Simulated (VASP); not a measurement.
A run of VASP 6.6.1:

Contents of POSCAR:

```
NaCl
1.0
    0.0000000000      2.8039808500      2.8039808500
    2.8039808500      0.0000000000      2.8039808500
    2.8039808500      2.8039808500      0.0000000000
Na Cl
1 1
Direct
    0.0000000000      0.0000000000      0.0000000000
    0.5000000000      0.5000000000      0.5000000000
```

The input INCAR.step1:

```
SYSTEM = NaCl
  PREC = Accurate
  ENCUT = 520
  ISMEAR = 0
  SIGMA = 0.01
  LREAL = .FALSE.
  LASPH = .TRUE.
  NELM = 100
  NBANDS = 14
  GGA = PE
  ALGO = Normal
  EDIFF = 1E-4
  LWAVE = .TRUE.
  LCHARG = .FALSE.
```

INCAR.step2

```
SYSTEM = NaCl
  PREC = Accurate
  ENCUT = 520
  EDIFF = 1E-7
  ISMEAR = 0
  SIGMA = 0.01
  LREAL = .FALSE.
  LASPH = .TRUE.
  NELM = 100
  ALGO = Normal
  ISIF = 2
  LWAVE = .FALSE.
  LCHARG = .TRUE.
  METAGGA = R2SCAN
  LMIXTAU = .TRUE.
  LELF = .TRUE.
  LVHAR = .TRUE.
  NBANDS = 14
  ISTART = 1
```

The input KPOINTS:

```
regular mesh
0
G
  8 8 8
  0 0 0
```

Potentials or basis: VASP PAW PBE potentials, release 64 (Na_pv, Cl).

Launch:

```bash
$ cat potpaw_PBE.64/Na_pv/POTCAR potpaw_PBE.64/Cl/POTCAR > POTCAR
$ cp INCAR.step1 INCAR
$ mpirun -np 1 vasp_std > vasp.out
$ cp INCAR.step2 INCAR
$ mpirun -np 1 vasp_std > vasp.out
```

Hardware: 1 thread of Intel Xeon 8259CL (shared host).

**Question.** Estimate the wall time of this run.

**Answer.** It took 2.9 min on 1 thread of Intel Xeon 8259CL (shared host), peak memory 0.17 GiB. Counts: k points 29.
